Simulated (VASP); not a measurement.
Runs of VASP 6.6.1 on Fe. The structure is that of space group P6/mmm (No. 191), or close to it. The cells are those of the table. This isn't the form of Fe at room conditions, which is bcc.

```csv
spin,cell,k mesh,smearing,gap on the mesh (eV),pressure (GPa),moment (μB)
off,"a = 3.698, b = 3.698, c = 2.324 Å, angles 90.0, 90.0, 120.0°, 3 atoms",12 × 12 × 17,fermi-dirac 0.1 eV,none,45.7,-
off,"a = 3.959, b = 3.959, c = 2.488 Å, angles 90.0, 90.0, 120.0°, 3 atoms",12 × 12 × 17,fermi-dirac 0.1 eV,none,-18.0,-
off,"a = 3.859, b = 3.859, c = 2.425 Å, angles 90.0, 90.0, 120.0°, 3 atoms",12 × 12 × 17,fermi-dirac 0.1 eV,none,(a),-
"collinear, ferromagnetic start","a = 4.341, b = 4.341, c = 2.470 Å, angles 90.0, 90.0, 120.0°, 3 atoms",10 × 10 × 15,fermi-dirac 0.05 eV,none,-12.9,8.13
"collinear, ferromagnetic start","a = 4.289, b = 4.289, c = 2.440 Å, angles 90.0, 90.0, 120.0°, 3 atoms",10 × 10 × 15,fermi-dirac 0.05 eV,none,-9.3,7.98
off,"a = 3.807, b = 3.807, c = 2.392 Å, angles 90.0, 90.0, 120.0°, 3 atoms",12 × 12 × 17,fermi-dirac 0.1 eV,none,11.6,-
off,"a = 3.859, b = 3.859, c = 2.425 Å, angles 90.0, 90.0, 120.0°, 3 atoms",9 × 9 × 13,fermi-dirac 0.1 eV,none,(b),-
"collinear, ferromagnetic start","a = 4.235, b = 4.235, c = 2.410 Å, angles 90.0, 90.0, 120.0°, 3 atoms",10 × 10 × 15,fermi-dirac 0.05 eV,none,-5.3,(c)
```

Alike in all rows: task single point; level PBE; potentials or basis VASP PAW PBE potentials, release 64 (Fe); cutoff (eV) 520.

Q: Estimate the missing entries.

A: (a) -0.7; (b) -0.5; (c) 7.72.

Caveats: the cell stands under tension (at least some runs); the cell stands under pressure (at least some runs).

A gap of «none» marks levels without a gap at the run's occupations.
